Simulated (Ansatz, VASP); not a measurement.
# Two plane-wave programs on NaCl

```xyz
2
Lattice="3.4595 0.0000 0.0000 0.0000 3.4595 0.0000 0.0000 0.0000 3.4595" Properties=species:S:1:pos:R:3 pbc="T T T"
Na    0.0000    0.0000    0.0000
Cl    1.7298    1.7298    1.7298
```

Alike in both runs: task single point; functional r2SCAN; k mesh 6 × 6 × 6; occupations gaussian, width 0.05 eV; no spin polarisation.

|  | VASP | Ansatz |
| --- | --- | --- |
| version | VASP 6.6.1 | Ansatz 0.2.0 |
| potentials or method | VASP PAW PBE potentials, release 64 (Na_pv, Cl) | plane waves |
| plane-wave cutoff (eV) | 520 | 500 |
| valence electrons in the cell | 14 | 16 |

```tsv
	VASP	Ansatz	Ansatz less VASP
gap on the k mesh at the Fermi level (eV)	4.95	4.92	-0.034
pressure (GPa)	-0.3	0.0	+0.30
```

VASP's potentials were made for PBE, not for r2SCAN. With one functional, cell and mesh, what is left measures potentials, basis and numerics. VASP's potentials hold 14 valence electrons a cell and Ansatz's 16, so a difference there can come from the potentials and not from the codes.
